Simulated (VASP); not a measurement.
Here is a VASP 6.6.1 calculation.

The input INCAR:

```
SYSTEM = Li2S
PREC = Accurate
ENCUT = 650
EDIFF = 1E-8
ISMEAR = -1
SIGMA = 0.02
LREAL = .False.
LASPH = .True.
NELM = 120
ALGO = Normal
ISIF = 2
LWAVE = .False.
LCHARG = .False.
GGA = CA
LEFG = .True.
NBANDS = 13
GGA_COMPAT = .False.
```

File KPOINTS:

```
regular mesh
0
Gamma
  7 7 7
  0 0 0
```

The input POSCAR:

```
Li2S
1.0
    0.0000000000      2.7957387543      2.7957387543
    2.7957387543      0.0000000000      2.7957387543
    2.7957387543      2.7957387543      0.0000000000
Li S
2 1
Direct
    0.2500000000      0.2500000000      0.2500000000
    0.7500000000      0.7500000000      0.7500000000
    0.0000000000      0.0000000000      0.0000000000
```

Potentials or basis: VASP PAW LDA potentials, release 64 (Li_sv, S).

The run is started by

```sh
$ cat potpaw_LDA.64/Li_sv/POTCAR potpaw_LDA.64/S/POTCAR > POTCAR
$ mpirun -np 1 vasp_std > vasp.out
```

Question: Estimate the pressure.

Answer: -0.7 GPa.

Question: Predict the band gap on the k mesh.

Answer: 3.28 eV, indirect (least direct gap 4.36 eV).

Caveat: without QUAD_EFG the Cq values of the log hold for a quadrupole moment of 1 mb, not for the nuclei. A k mesh can miss the band edges.
